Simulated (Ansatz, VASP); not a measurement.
**Al in VASP and in Ansatz**

```xyz
6
Lattice="2.8575 0.0000 0.0000 0.0000 4.0411 0.0000 0.0000 0.0000 23.1437" Properties=species:S:1:pos:R:3 pbc="T T T"
Al    0.7144    1.0103    8.0000
Al    2.1431    3.0308    9.4287
Al    0.7144    1.0103   10.8575
Al    2.1431    3.0308   12.2862
Al    0.7144    1.0103   13.7150
Al    2.1431    3.0308   15.1437
```

Alike in both runs: task single point; functional PBE; k mesh 13 × 9 × 1; occupations fermi-dirac, width 0.08 eV; no spin polarisation.

|  | VASP | Ansatz |
| --- | --- | --- |
| version | VASP 6.6.1 | Ansatz 0.2.0 |
| potentials or method | VASP PAW PBE potentials, release 64 (Al), cutoff 520 eV | all-electron LAPW, scalar-relativistic |

|  | VASP | Ansatz | Ansatz less VASP |
| --- | --- | --- | --- |
| rms of the force components (eV/Å) | 0.104 | 0.104 | +0.0003 |

Atom by atom the forces differ by 0.000 eV/Å (rms over components). Ansatz ran all-electron here, and VASP with PAW potentials.
